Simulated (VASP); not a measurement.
# BeS (F-43m) in VASP: notebook, part 2 of 2

VASP 6.6.1.

## (3) Electric field gradients, PBE

File INCAR:

```
PREC = Accurate
ENCUT = 520
EDIFF = 1E-8
ISMEAR = -1
SIGMA = 0.02
LREAL = False
LASPH = True
NELM = 100
ALGO = Normal
ISIF = 2
LWAVE = False
LCHARG = False
GGA = PE
LEFG = True
NBANDS = 11
```

File KPOINTS:

```
Automatic mesh
0
Gamma
  13 13 13
```

File POSCAR:

```
BeS
1.0
    0.0000000000      2.4250000000      2.4250000000
    2.4250000000      0.0000000000      2.4250000000
    2.4250000000      2.4250000000      0.0000000000
Be S
1 1
Direct
    0.0000000000      0.0000000000      0.0000000000
    0.7500000000      0.7500000000      0.7500000000
```

Potentials or basis: VASP PAW PBE potentials, release 64 (Be, S).

Launch:

```bash
$ cat potpaw_PBE.64/Be/POTCAR potpaw_PBE.64/S/POTCAR > POTCAR
$ mpirun -np 1 vasp_std > vasp.out
```

OUTCAR:

```text
PREC = Accurate
   ENCUT = 520
   EDIFF = 1E-8
   ISMEAR = -1
   LREAL = False
   LASPH = True
   NELM = 100
   ISIF = 2
   GGA = PE

 ion  position               nearest neighbor table
   1  0.000  0.000  0.000-   2 2.10   2 2.10   2 2.10   2 2.10
   2  0.750  0.750  0.750-   1 2.10   1 2.10   1 2.10   1 2.10

  LATTYP: Found a face centered cubic cell.
 ALAT       =     4.8500000000

  Lattice vectors:

 A1 = (   0.0000000000,   2.4250000000,   2.4250000000)
 A2 = (   2.4250000000,   0.0000000000,   2.4250000000)
 A3 = (   2.4250000000,   2.4250000000,   0.0000000000)

Analysis of symmetry for initial positions (statically):
=====================================================================
 Subroutine PRICEL returns:
 Original cell was already a primitive cell.

 Routine SETGRP: Setting up the symmetry group for a
 face centered cubic supercell.

 Subroutine GETGRP returns: Found 24 space group operations
 (whereof 24 operations were pure point group operations)
 out of a pool of 48 trial point group operations.

The static configuration has the point symmetry T_d .

Analysis of symmetry for dynamics (positions and initial velocities):
=====================================================================
 Subroutine PRICEL returns:
 Original cell was already a primitive cell.

 Routine SETGRP: Setting up the symmetry group for a
 face centered cubic supercell.

 Subroutine GETGRP returns: Found 24 space group operations
 (whereof 24 operations were pure point group operations)
 out of a pool of 48 trial point group operations.

The dynamic configuration has the point symmetry T_d .

 Subroutine INISYM returns: Found 24 space group operations
 (whereof 24 operations are pure point group operations),
 and found     1 'primitive' translations

----------------------------------------------------------------------------------------

                                     Primitive cell

  volume of cell :      28.5210

  direct lattice vectors                    reciprocal lattice vectors
     0.000000000  2.425000000  2.425000000    -0.206185567  0.206185567  0.206185567
     2.425000000  0.000000000  2.425000000     0.206185567 -0.206185567  0.206185567
     2.425000000  2.425000000  0.000000000     0.206185567  0.206185567 -0.206185567

  length of vectors
     3.429467889  3.429467889  3.429467889     0.357123878  0.357123878  0.357123878

  position of ions in fractional coordinates (direct lattice)
     0.000000000  0.000000000  0.000000000
     0.750000000  0.750000000  0.750000000

  ion indices of the primitive-cell ions
   primitive index   ion index
                 1           1
                 2           2

----------------------------------------------------------------------------------------

 KPOINTS: Automatic mesh

Automatic generation of k-mesh.
 Grid dimensions read from file:
 generate k-points for:   13   13   13

 Generating k-lattice:

[... 70 lines left out ...]
   TEBEG  =    0.0;   TEEND  =   0.0 temperature during run
   PSTRESS=    0.0 pullay stress
   NELECT =       8.0000    total number of electrons
   NUPDOWN=      -1.0000    fix difference up-down
   EMIN   =  10.00;   EMAX   =-10.00  energy-range for DOS
   EFERMI =   0.00;   METHOD = LEGACY
   ISMEAR =    -1;   SIGMA  =   0.02  broadening in eV -4-tet -1-fermi 0-gaus
   EFERMI_NEDOS =   21; number of points for ismear=-14 and -15
   IALGO  =     38    algorithm
   IMIX   =      4    mixing-type and parameters
     AMIX     =   0.40;   BMIX     =  1.00
     AMIX_MAG =   1.60;   BMIX_MAG =  1.00
  volume/ion in A,a.u.               =      14.26        96.23
  Fermi-wavevector in a.u.,A,eV,Ry     =   1.071642  2.025110 15.625158  1.148417
  Thomas-Fermi vector in A             =   2.207388
   LORBIT       =      0    0 simple, 1 ext, 2 COOP (PROOUT), +10 PAW based schemes
   GGA     = PE    functional components
   LHFCALC =     F    Hartree Fock is set to
   AEXX    =    0.0000 exact exchange contribution
   IVDW    =     0    specifies the selected vdW correction
   LEPSILON=     F    determine dielectric tensor
   LRPA    =     F    only Hartree local field effects (RPA)
 non-spin polarized calculation
  energy-cutoff  :      520.00
  volume of cell :       28.52
 maximum number of plane-waves:       783
 NGX is ok and might be reduce to    28
   NGX = 13   NGY = 13   NGZ = 13

 number of electron       7.9999999 magnetization

 Free energy of the ion-electron system (eV)
  ---------------------------------------------------
  ext. energy  EPLUGINS =         0.00000000
  ---------------------------------------------------
  free energy    TOTEN  =       -10.01118973 eV

  energy without entropy =      -10.01118973  energy(sigma->0) =      -10.01118973

 E-fermi :   4.5511     XC(G=0):  -9.7308

 val. band max:        4.1748224360   @ k =   0.0000   0.0000   0.0000
 cond. band min:       7.3311788129   @ k =   0.4615   0.4615   0.0000
 fundamental gap:      3.1563563768
 Fermi energy:         4.5510750720

 k-point     1 :       0.0000    0.0000    0.0000
  band No.  band energies     occupation
      1      -9.5180      2.00000
      2       4.1748      2.00000
      3       4.1748      2.00000
      4       4.1748      2.00000
      5       9.8446      0.00000
      6       9.8446      0.00000
      7       9.8446      0.00000
      8      10.0609      0.00000
      9      16.9886      0.00000
     10      16.9886      0.00000
     11      19.0473      0.00000
[... 309 lines left out ...]
 k-point    24 :       0.4615    0.1538    0.0000
  band No.  band energies     occupation
      1      -7.9194      2.00000
      2      -0.9968      2.00000
      3       2.2929      2.00000
      4       2.6601      2.00000
      5       9.6084      0.00000
      6      11.4340      0.00000
      7      11.9664      0.00000
      8      13.6781      0.00000
      9      17.7793      0.00000
     10      19.3550      0.00000
     11      19.7339      0.00000

 [... further k-points ...]
[... 5 lines left out ...]
  --------------------------------------------------------------------------------------
  -------------------------------------------------------------------------------------
  Total        0.2759524      0.2759524      0.2759524      0.0000000      0.0000000     -0.0000000
  in kB       15.5017065     15.5017065     15.5017065      0.0000000      0.0000000     -0.0000000
  external PRESSURE =      15.5017065 kB  Pullay stress =       0.0000000 kB

 VOLUME and BASIS-vectors are now :
 -----------------------------------------------------------------------------
  energy-cutoff  :      520.00
  volume of cell :       28.52
      direct lattice vectors                 reciprocal lattice vectors
     0.000000000  2.425000000  2.425000000    -0.206185567  0.206185567  0.206185567
     2.425000000  0.000000000  2.425000000     0.206185567 -0.206185567  0.206185567
     2.425000000  2.425000000  0.000000000     0.206185567  0.206185567 -0.206185567

 POSITION                                       TOTAL-FORCE (eV/Angst)
 -----------------------------------------------------------------------------------
      0.00000      0.00000      0.00000        -0.000000      0.000000      0.000000
      3.63750      3.63750      3.63750         0.000000     -0.000000     -0.000000
 -----------------------------------------------------------------------------------
    total drift:                                0.000000      0.000000     -0.000000

  FREE ENERGIE OF THE ION-ELECTRON SYSTEM (eV)
  ---------------------------------------------------
  free  energy   TOTEN  =       -10.0111897294 eV

  energy  without entropy=      -10.0111897294  energy(sigma->0) =      -10.01118973

 Electric field gradients (V/A^2)
---------------------------------------------------------------------
 ion       V_xx      V_yy      V_zz      V_xy      V_xz      V_yz
---------------------------------------------------------------------
   1      -0.000    -0.000     0.000    -0.000    -0.000    -0.000
   2      -0.000     0.000    -0.000     0.000     0.000     0.000
---------------------------------------------------------------------

 Electric field gradients after diagonalization (V/A^2)
 (convention: |V_zz| > |V_xx| > |V_yy|)
----------------------------------------------------------------------
 ion       V_xx      V_yy      V_zz     asymmetry (V_yy - V_xx)/ V_zz
----------------------------------------------------------------------
   1       0.000     0.000    -0.000       0.000
   2      -0.000    -0.000     0.001       0.000
----------------------------------------------------------------------

           NMR quadrupolar parameters

 Cq : quadrupolar parameter    Cq=e*Q*V_zz/h
 eta: asymmetry parameters     (V_yy - V_xx)/ V_zz
 Q  : nuclear electric quadrupole moment in mb (millibarn)
----------------------------------------------------------------------
 ion       Cq(MHz)       eta       Q (mb)
----------------------------------------------------------------------
   1      -0.000       0.000       1.000
   2       0.000       0.000       1.000
----------------------------------------------------------------------
```

Run time: 21 s. Hardware: 1 thread of Intel Xeon Platinum 8488C (Sapphire Rapids), shared host; peak memory 0.16 GiB.

What came out:

```
Free energy            : -10.0112 eV
Pressure               : 1.6 GPa
Band gap on the k mesh : 3.16 eV, indirect (least direct gap 5.67 eV)
```

Caveat: without QUAD_EFG the Cq values of the log hold for a quadrupole moment of 1 mb, not for the nuclei. A k mesh can miss the band edges.

## (4) Electric field gradients, PBE

File INCAR:

```
SYSTEM = BeS
PREC = Accurate
ENCUT = 520
EDIFF = 1E-8
ISMEAR = -1
SIGMA = 0.02
LREAL = .FALSE.
LASPH = .TRUE.
NELM = 100
ALGO = Normal
ISIF = 2
LWAVE = .FALSE.
LCHARG = .FALSE.
GGA = PE
LEFG = .TRUE.
NBANDS = 11
```

File KPOINTS:

```
Automatic mesh
0
G
  9 9 9
  0 0 0
```

POSCAR is that of step 3.

Potentials or basis: VASP PAW PBE potentials, release 64 (Be, S).

Launch:

```bash
$ cat potpaw_PBE.64/Be/POTCAR potpaw_PBE.64/S/POTCAR > POTCAR
$ mpirun -np 1 vasp_std > vasp.out
```

OUTCAR:

```text
SYSTEM = BeS
   PREC = Accurate
   ENCUT = 520
   EDIFF = 1E-8
   ISMEAR = -1
   LREAL = .FALSE.
   LASPH = .TRUE.
   NELM = 100
   ISIF = 2
   GGA = PE

 ion  position               nearest neighbor table
   1  0.000  0.000  0.000-   2 2.10   2 2.10   2 2.10   2 2.10
   2  0.750  0.750  0.750-   1 2.10   1 2.10   1 2.10   1 2.10

  LATTYP: Found a face centered cubic cell.
 ALAT       =     4.8500000000

  Lattice vectors:

 A1 = (   0.0000000000,   2.4250000000,   2.4250000000)
 A2 = (   2.4250000000,   0.0000000000,   2.4250000000)
 A3 = (   2.4250000000,   2.4250000000,   0.0000000000)

Analysis of symmetry for initial positions (statically):
=====================================================================
 Subroutine PRICEL returns:
 Original cell was already a primitive cell.

 Routine SETGRP: Setting up the symmetry group for a
 face centered cubic supercell.

 Subroutine GETGRP returns: Found 24 space group operations
 (whereof 24 operations were pure point group operations)
 out of a pool of 48 trial point group operations.

The static configuration has the point symmetry T_d .

Analysis of symmetry for dynamics (positions and initial velocities):
=====================================================================
 Subroutine PRICEL returns:
 Original cell was already a primitive cell.

 Routine SETGRP: Setting up the symmetry group for a
 face centered cubic supercell.

 Subroutine GETGRP returns: Found 24 space group operations
 (whereof 24 operations were pure point group operations)
 out of a pool of 48 trial point group operations.

The dynamic configuration has the point symmetry T_d .

 Subroutine INISYM returns: Found 24 space group operations
 (whereof 24 operations are pure point group operations),
 and found     1 'primitive' translations

----------------------------------------------------------------------------------------

                                     Primitive cell

  volume of cell :      28.5210

  direct lattice vectors                    reciprocal lattice vectors
     0.000000000  2.425000000  2.425000000    -0.206185567  0.206185567  0.206185567
     2.425000000  0.000000000  2.425000000     0.206185567 -0.206185567  0.206185567
     2.425000000  2.425000000  0.000000000     0.206185567  0.206185567 -0.206185567

  length of vectors
     3.429467889  3.429467889  3.429467889     0.357123878  0.357123878  0.357123878

  position of ions in fractional coordinates (direct lattice)
     0.000000000  0.000000000  0.000000000
     0.750000000  0.750000000  0.750000000

  ion indices of the primitive-cell ions
   primitive index   ion index
                 1           1
                 2           2

----------------------------------------------------------------------------------------

 KPOINTS: Automatic mesh

Automatic generation of k-mesh.
 Grid dimensions read from file:
 generate k-points for:    9    9    9
[... 73 lines left out ...]
   TEBEG  =    0.0;   TEEND  =   0.0 temperature during run
   PSTRESS=    0.0 pullay stress
   NELECT =       8.0000    total number of electrons
   NUPDOWN=      -1.0000    fix difference up-down
   EMIN   =  10.00;   EMAX   =-10.00  energy-range for DOS
   EFERMI =   0.00;   METHOD = LEGACY
   ISMEAR =    -1;   SIGMA  =   0.02  broadening in eV -4-tet -1-fermi 0-gaus
   EFERMI_NEDOS =   21; number of points for ismear=-14 and -15
   IALGO  =     38    algorithm
   IMIX   =      4    mixing-type and parameters
     AMIX     =   0.40;   BMIX     =  1.00
     AMIX_MAG =   1.60;   BMIX_MAG =  1.00
  volume/ion in A,a.u.               =      14.26        96.23
  Fermi-wavevector in a.u.,A,eV,Ry     =   1.071642  2.025110 15.625158  1.148417
  Thomas-Fermi vector in A             =   2.207388
   LORBIT       =      0    0 simple, 1 ext, 2 COOP (PROOUT), +10 PAW based schemes
   GGA     = PE    functional components
   LHFCALC =     F    Hartree Fock is set to
   AEXX    =    0.0000 exact exchange contribution
   IVDW    =     0    specifies the selected vdW correction
   LEPSILON=     F    determine dielectric tensor
   LRPA    =     F    only Hartree local field effects (RPA)
 non-spin polarized calculation
  energy-cutoff  :      520.00
  volume of cell :       28.52
 maximum number of plane-waves:       779
 NGX is ok and might be reduce to    28
   NGX = 13   NGY = 13   NGZ = 13

 number of electron       7.9999999 magnetization

 Free energy of the ion-electron system (eV)
  ---------------------------------------------------
  ext. energy  EPLUGINS =         0.00000000
  ---------------------------------------------------
  free energy    TOTEN  =       -10.01113712 eV

  energy without entropy =      -10.01113712  energy(sigma->0) =      -10.01113712

 E-fermi :   4.5530     XC(G=0):  -9.7308

 val. band max:        4.1748835780   @ k =   0.0000   0.0000   0.0000
 cond. band min:       7.3797627889   @ k =   0.4444   0.4444   0.0000
 fundamental gap:      3.2048792109
 Fermi energy:         4.5530113555

 k-point     1 :       0.0000    0.0000    0.0000
  band No.  band energies     occupation
      1      -9.5179      2.00000
      2       4.1749      2.00000
      3       4.1749      2.00000
      4       4.1749      2.00000
      5       9.8446      0.00000
      6       9.8446      0.00000
      7       9.8446      0.00000
      8      10.0609      0.00000
      9      16.9887      0.00000
     10      16.9887      0.00000
     11      19.0473      0.00000
[... 309 lines left out ...]
 k-point    24 :       0.4444    0.4444    0.0000
  band No.  band energies     occupation
      1      -7.4609      2.00000
      2      -0.6960      2.00000
      3       1.5876      2.00000
      4       1.5876      2.00000
      5       7.3798      0.00000
      6       9.1639      0.00000
      7      16.5306      0.00000
      8      16.5306      0.00000
      9      19.3033      0.00000
     10      20.3475      0.00000
     11      21.5802      0.00000

 [... further k-points ...]
[... 5 lines left out ...]
  --------------------------------------------------------------------------------------
  -------------------------------------------------------------------------------------
  Total        0.2761732      0.2761732      0.2761732      0.0000000      0.0000000     -0.0000000
  in kB       15.5141104     15.5141104     15.5141104      0.0000000      0.0000000     -0.0000000
  external PRESSURE =      15.5141104 kB  Pullay stress =       0.0000000 kB

 VOLUME and BASIS-vectors are now :
 -----------------------------------------------------------------------------
  energy-cutoff  :      520.00
  volume of cell :       28.52
      direct lattice vectors                 reciprocal lattice vectors
     0.000000000  2.425000000  2.425000000    -0.206185567  0.206185567  0.206185567
     2.425000000  0.000000000  2.425000000     0.206185567 -0.206185567  0.206185567
     2.425000000  2.425000000  0.000000000     0.206185567  0.206185567 -0.206185567

 POSITION                                       TOTAL-FORCE (eV/Angst)
 -----------------------------------------------------------------------------------
      0.00000      0.00000      0.00000         0.000000      0.000000      0.000000
      3.63750      3.63750      3.63750        -0.000000     -0.000000     -0.000000
 -----------------------------------------------------------------------------------
    total drift:                                0.000000      0.000000     -0.000000

  FREE ENERGIE OF THE ION-ELECTRON SYSTEM (eV)
  ---------------------------------------------------
  free  energy   TOTEN  =       -10.0111371214 eV

  energy  without entropy=      -10.0111371213  energy(sigma->0) =      -10.01113712

 Electric field gradients (V/A^2)
---------------------------------------------------------------------
 ion       V_xx      V_yy      V_zz      V_xy      V_xz      V_yz
---------------------------------------------------------------------
   1       0.000     0.000     0.000    -0.000    -0.000    -0.000
   2       0.000    -0.000    -0.000     0.000     0.000     0.000
---------------------------------------------------------------------

 Electric field gradients after diagonalization (V/A^2)
 (convention: |V_zz| > |V_xx| > |V_yy|)
----------------------------------------------------------------------
 ion       V_xx      V_yy      V_zz     asymmetry (V_yy - V_xx)/ V_zz
----------------------------------------------------------------------
   1       0.000     0.000    -0.000       0.000
   2      -0.000    -0.000     0.001       0.000
----------------------------------------------------------------------

           NMR quadrupolar parameters

 Cq : quadrupolar parameter    Cq=e*Q*V_zz/h
 eta: asymmetry parameters     (V_yy - V_xx)/ V_zz
 Q  : nuclear electric quadrupole moment in mb (millibarn)
----------------------------------------------------------------------
 ion       Cq(MHz)       eta       Q (mb)
----------------------------------------------------------------------
   1      -0.000       0.000       1.000
   2       0.000       0.000       1.000
----------------------------------------------------------------------
```

Run time: 26 s. Hardware: 1 thread of Intel Xeon Platinum 8259CL at 2.50GHz (Skylake/Cascade Lake), shared host; peak memory 0.15 GiB.

Results:

```
Free energy            : -10.0111 eV
Pressure               : 1.6 GPa
Band gap on the k mesh : 3.20 eV, indirect (least direct gap 5.67 eV)
```

Levels at points of the mesh, in eV from the valence-band top:
```tsv
k point	band 2	band 3	band 4	band 5	band 6	band 7
(0.00, 0.00, 0.00)	0.00	0.00	0.00	5.67	5.67	5.67
```

Caveat: without QUAD_EFG the Cq values of the log hold for a quadrupole moment of 1 mb, not for the nuclei.

## (5) Overview

| k mesh | gap on the mesh (eV) | pressure (GPa) |
| --- | --- | --- |
| 7 × 7 × 7 | 3.26 | 1.6 |
| 13 × 13 × 13 | 3.16 | 1.6 |
| 9 × 9 × 9 | 3.20 | 1.6 |

Alike in all rows: task electric field gradients; level PBE; potentials or basis VASP PAW PBE potentials, release 64 (Be, S); no spin polarisation; cell as given; cutoff (eV) 520; smearing fermi-dirac 0.02 eV.

On the cell as given the gap runs from 3.16 eV (PBE) to 3.26 eV (PBE); the meshes differ, which moves gaps too.

Absolute energies hang on the potentials; compare differences alone.
